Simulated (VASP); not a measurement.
# MgBe2F4 (Cmme) in VASP: notebook

MgBe2F4 is run at these levels: PBE; tasks: single point, relaxation of cell and atoms.

All numbers are computed with VASP 6.6.1; they aren't measurements. Logs are shortened: lines on timing, memory, paths and dates and some standing lists are left out, and cuts for length are marked.

### Step 1. The cell of the first run

The structure is orthorhombic, space group Cmme (No. 67). The conventional cell has a = 5.259 Å, b = 9.237 Å, c = 4.980 Å, α = 90.00°, β = 90.00°, γ = 90.00°. Mg (site symmetry 2/m) has 8 F at 1.96 to 2.49 Å and 6 Be at 2.20 to 2.66 Å and 2 Mg at 2.63 Å within 2.7 Å. Within 1.9 Å of Be (site symmetry mm2) lie 4 F at 1.45 to 1.50 Å. Within 1.8 Å of Be (site symmetry 2/m) lie 4 F at 1.31 to 1.45 Å. Within 2.0 Å of F (site symmetry 2/m) lie 2 Be at 1.50 Å. Within 2.0 Å of F (site symmetry m) lie 2 Be at 1.45 Å and 2 Mg at 1.96 Å and 2 F at 1.96 Å. F (site symmetry 222) has 2 Be at 1.31 Å within 1.8 Å.

The cell was generated, and may not be a known phase.

### Step 2. Single point, PBE

Contents of INCAR:

```
PREC     = Accurate       # precision mode
ENCUT    = 520            # plane-wave cutoff, eV
EDIFF    = 1E-6           # SCF threshold, eV
ISMEAR   = 0              # smearing method
SIGMA    = 0.1            # smearing width, eV
LREAL    = F              # projectors in reciprocal space
LASPH    = T              # aspherical terms in the spheres
NELM     = 100            # most SCF steps
ALGO     = Normal         # electronic algorithm
ISIF     = 2              # what is computed and relaxed
LWAVE    = F              # write WAVECAR
LCHARG   = F              # write CHGCAR
GGA      = PE             # functional
NBANDS   = 47             # bands
```

Contents of KPOINTS:

```
regular mesh
0
Gamma
  4 4 4
```

Contents of POSCAR:

```
MgBe2F4
1.0
    2.6296328500     -4.6183582500      0.0000000000
    2.6296328500      4.6183582500      0.0000000000
    0.0000000000      0.0000000000      4.9798116800
Mg Be F
2 4 8
Direct
    0.0000000000      0.5000000000      0.0000000000
    0.5000000000      0.0000000000      0.0000000000
    0.7500000000      0.2500000000      0.3554073800
    0.2500000000      0.7500000000      0.6445926200
    0.0000000000      0.0000000000      0.0000000000
    0.5000000000      0.5000000000      0.0000000000
    0.0000000000      0.5000000000      0.5000000000
    0.5000000000      0.0000000000      0.5000000000
    0.8750000000      0.1250000000      0.1777036900
    0.6250000000      0.3750000000      0.1777036900
    0.1250000000      0.8750000000      0.8222963100
    0.3750000000      0.6250000000      0.8222963100
    0.2500000000      0.2500000000      0.0000000000
    0.7500000000      0.7500000000      0.0000000000
```

Potentials or basis: VASP PAW PBE potentials, release 64 (Mg, Be, F).

Run with:

```
cat potpaw_PBE.64/Mg/POTCAR potpaw_PBE.64/Be/POTCAR potpaw_PBE.64/F/POTCAR > POTCAR
mpirun -np 1 vasp_std > vasp.out
```

OUTCAR:

```text
PREC = Accurate
   ENCUT = 520
   EDIFF = 1E-6
   ISMEAR = 0
   LREAL = F
   LASPH = T
   NELM = 100
   ISIF = 2
   GGA = PE

 ion  position               nearest neighbor table
   1  0.000  0.500  0.000-   9 1.96  10 1.96  11 1.96  12 1.96   3 2.20   4 2.20  13 2.31  14 2.31
                             7 2.49   7 2.49   2 2.63   2 2.63   6 2.66   5 2.66   6 2.66   5 2.66
   2  0.500  0.000  0.000-   9 1.96  10 1.96  11 1.96  12 1.96   3 2.20   4 2.20  13 2.31  14 2.31
                             8 2.49   8 2.49   1 2.63   1 2.63   6 2.66   6 2.66   5 2.66   5 2.66
   3  0.750  0.250  0.355-   9 1.45  10 1.45   7 1.50   8 1.50   1 2.20   2 2.20
   4  0.250  0.750  0.645-  11 1.45  12 1.45   7 1.50   8 1.50   1 2.20   2 2.20
   5  0.000  0.000  0.000-  13 1.31  14 1.31   9 1.45  11 1.45   1 2.66   2 2.66   1 2.66   2 2.66

   6  0.500  0.500  0.000-  13 1.31  14 1.31  10 1.45  12 1.45   1 2.66   2 2.66   2 2.66   1 2.66

   7  0.000  0.500  0.500-   3 1.50   4 1.50   1 2.49   1 2.49
   8  0.500  0.000  0.500-   3 1.50   4 1.50   2 2.49   2 2.49
   9  0.875  0.125  0.178-   3 1.45   5 1.45   1 1.96   2 1.96
  10  0.625  0.375  0.178-   3 1.45   6 1.45   1 1.96   2 1.96
  11  0.125  0.875  0.822-   4 1.45   5 1.45   1 1.96   2 1.96
  12  0.375  0.625  0.822-   4 1.45   6 1.45   1 1.96   2 1.96
  13  0.250  0.250  0.000-   5 1.31   6 1.31   1 2.31   2 2.31
  14  0.750  0.750  0.000-   5 1.31   6 1.31   1 2.31   2 2.31

  LATTYP: Found a base centered orthorhombic cell.
 ALAT       =     5.2592657000
 B/A-ratio  =     1.7562749302
 C/A-ratio  =     0.9468644416

  Lattice vectors:

 A1 = (   2.6296328500,  -4.6183582500,   0.0000000000)
 A2 = (   2.6296328500,   4.6183582500,   0.0000000000)
 A3 = (   0.0000000000,   0.0000000000,   4.9798116800)

Analysis of symmetry for initial positions (statically):
=====================================================================
 Subroutine PRICEL returns:
 Original cell was already a primitive cell.

 Routine SETGRP: Setting up the symmetry group for a
 base centered orthorhombic supercell.

 Subroutine GETGRP returns: Found  8 space group operations
 (whereof  4 operations were pure point group operations)
 out of a pool of  8 trial point group operations.

The static configuration has the point symmetry C_2h.
 The point group associated with its full space group is D_2h.

Analysis of symmetry for dynamics (positions and initial velocities):
=====================================================================
 Subroutine PRICEL returns:
 Original cell was already a primitive cell.

 Routine SETGRP: Setting up the symmetry group for a
 base centered orthorhombic supercell.

 Subroutine GETGRP returns: Found  8 space group operations
 (whereof  4 operations were pure point group operations)
 out of a pool of  8 trial point group operations.

The dynamic configuration has the point symmetry C_2h.
 The point group associated with its full space group is D_2h.

 Subroutine INISYM returns: Found  8 space group operations
 (whereof  4 operations are pure point group operations),
 and found     1 'primitive' translations

----------------------------------------------------------------------------------------

                                     Primitive cell

  volume of cell :     120.9555

  direct lattice vectors                    reciprocal lattice vectors
     2.629632850 -4.618358250  0.000000000     0.190140612 -0.108263580  0.000000000
     2.629632850  4.618358250  0.000000000     0.190140612  0.108263580  0.000000000
     0.000000000  0.000000000  4.979811680     0.000000000  0.000000000  0.200810807

  length of vectors
     5.314527434  5.314527434  4.979811680     0.218802320  0.218802320  0.200810807

  position of ions in fractional coordinates (direct lattice)
     1.000000000  0.500000000  0.000000000
     0.500000000  1.000000000  0.000000000
     0.750000000  0.250000000  0.355407380
     0.250000000  0.750000000  0.644592620
     0.000000000  0.000000000  0.000000000
     0.500000000  0.500000000  0.000000000
[... 47 lines left out ...]
     AMIX     =   0.40;   BMIX     =  1.00
     AMIX_MAG =   1.60;   BMIX_MAG =  1.00
  volume/ion in A,a.u.               =       8.64        58.30
  Fermi-wavevector in a.u.,A,eV,Ry     =   1.351147  2.553298 24.838770  1.825598
  Thomas-Fermi vector in A             =   2.478593
   LORBIT       =      0    0 simple, 1 ext, 2 COOP (PROOUT), +10 PAW based schemes
   GGA     = PE    functional components
   LHFCALC =     F    Hartree Fock is set to
   AEXX    =    0.0000 exact exchange contribution
   IVDW    =     0    specifies the selected vdW correction
   LEPSILON=     F    determine dielectric tensor
   LRPA    =     F    only Hartree local field effects (RPA)
 non-spin polarized calculation
 Gauss-broadening in eV      SIGMA  =   0.10
  energy-cutoff  :      520.00
  volume of cell :      120.96
 maximum number of plane-waves:      3280
   NGX = 19   NGY = 19   NGZ = 19

 number of electron      67.9999993 magnetization

 Free energy of the ion-electron system (eV)
  ---------------------------------------------------
  ext. energy  EPLUGINS =         0.00000000
  ---------------------------------------------------
  free energy    TOTEN  =       -45.96607815 eV

  energy without entropy =      -45.96377341  energy(sigma->0) =      -45.96492578

 E-fermi :   8.4469     XC(G=0): -10.2549

 val. band max:        8.3879690996   @ k =  -0.2500   0.2500   0.0000
 cond. band min:       8.4632345683   @ k =   0.0000   0.0000   0.0000
 fundamental gap:      0.0752654687
 Fermi energy:         8.4469047874

 k-point     1 :       0.0000    0.0000    0.0000
  band No.  band energies     occupation
      1     -25.0945      2.00000
      2     -23.8634      2.00000
      3     -23.8346      2.00000
      4     -23.4490      2.00000
      5     -23.3064      2.00000
      6     -22.0715      2.00000
[... 1018 lines left out ...]
     45      14.6569      0.00000
     46      16.9162      0.00000
 [bands above 46 left out]

------------------------ aborting loop because EDIFF is reached ----------------------------------------

  FORCE on cell =-STRESS in cart. coord.  units (eV):
  Direction    XX          YY          ZZ          XY          YZ          ZX
  --------------------------------------------------------------------------------------
  -------------------------------------------------------------------------------------
  Total       87.3958979     52.6568547     55.7003413      0.0000000      0.0000000      0.0000000
  in kB     1157.6465474    697.4929884    737.8070301      0.0000000      0.0000000      0.0000000
  external PRESSURE =     864.3155220 kB  Pullay stress =       0.0000000 kB

 VOLUME and BASIS-vectors are now :
 -----------------------------------------------------------------------------
  energy-cutoff  :      520.00
  volume of cell :      120.96
      direct lattice vectors                 reciprocal lattice vectors
     2.629632850 -4.618358250  0.000000000     0.190140612 -0.108263580  0.000000000
     2.629632850  4.618358250  0.000000000     0.190140612  0.108263580  0.000000000
     0.000000000  0.000000000  4.979811680     0.000000000  0.000000000  0.200810807

 POSITION                                       TOTAL-FORCE (eV/Angst)
 -----------------------------------------------------------------------------------
      1.31482      2.30918      0.00000        -0.000000     -0.000000     -0.000000
      1.31482     -2.30918      0.00000        -0.000000     -0.000000     -0.000000
      2.62963     -2.30918      1.76986         0.000000     -0.000000      5.966399
      2.62963      2.30918      3.20995        -0.000000     -0.000000     -5.966399
      0.00000      0.00000      0.00000        -0.000000     -0.000000     -0.000000
      2.62963      0.00000      0.00000        -0.000000     -0.000000     -0.000000
      1.31482      2.30918      2.48991        -0.000000     -0.000000     -0.000000
      1.31482     -2.30918      2.48991        -0.000000     -0.000000     -0.000000
      2.62963     -3.46377      0.88493        -0.000000      2.410490      5.247617
      2.62963     -1.15459      0.88493        -0.000000     -2.410490      5.247617
      2.62963      3.46377      4.09488        -0.000000     -2.410490     -5.247617
      2.62963      1.15459      4.09488        -0.000000      2.410490     -5.247617
      1.31482      0.00000      0.00000        -0.000000      0.000000      0.000000
      3.94445      0.00000      0.00000        -0.000000      0.000000     -0.000000
 -----------------------------------------------------------------------------------
    total drift:                               -0.000000     -0.000000     -0.000000

  FREE ENERGIE OF THE ION-ELECTRON SYSTEM (eV)
  ---------------------------------------------------
  free  energy   TOTEN  =       -45.9660781490 eV

  energy  without entropy=      -45.9637734102  energy(sigma->0) =      -45.96492578
```

Wall time 2.4 min (1 thread of AMD EPYC 7R43 (Zen 3), shared host); peak memory 0.24 GiB.

Results:

```
Free energy            : -45.9661 eV
Pressure               : 86.4 GPa
Largest force          : 5.966 eV/Å
Band gap on the k mesh : zero (bands 34 and 35 overlap by 0.18 eV)
```

Forces on the atoms (eV/Å):
```
Mg   0.000  0.000  0.000
Mg   0.000  0.000  0.000
Be   0.000  0.000  5.966
Be   0.000  0.000 -5.966
Be   0.000  0.000  0.000
Be   0.000  0.000  0.000
F    0.000  0.000  0.000
F    0.000  0.000  0.000
F    0.000  2.410  5.248
F    0.000 -2.410  5.248
F    0.000 -2.410 -5.248
F    0.000  2.410 -5.248
F    0.000  0.000  0.000
F    0.000  0.000  0.000
```

Levels at points of the mesh, in eV from the Fermi level:
```tsv
k point	band 31	band 32	band 33	band 34	band 35	band 36	band 37	band 38
(0.00, 0.00, 0.00)	-9.67	-9.55	-3.25	0.02	1.43	1.62	2.22	2.84
(0.50, 0.00, 0.00)	-9.72	-9.72	-1.41	-1.41	0.97	0.97	3.16	3.16
(0.50, 0.50, 0.00)	-9.50	-9.17	-1.88	-0.17	-0.16	1.27	2.25	2.73
(0.00, 0.00, 0.50)	-9.54	-9.28	-1.53	-1.11	1.28	1.59	2.93	4.15
(0.50, 0.00, 0.50)	-9.52	-9.52	-0.75	-0.75	1.09	1.09	3.01	3.01
(0.50, 0.50, 0.50)	-9.61	-9.60	-0.94	-0.68	0.84	1.26	2.38	3.64
```

Caveat: the stress differs along the axes, from 70 to 116 GPa; forces of over 1 eV/Å act on the atoms, so gaps and moduli don't describe the material at rest.

(Continued in part 2 of 2.)

The gap in the log of VASP goes by the Fermi energy; the results here count the filled bands.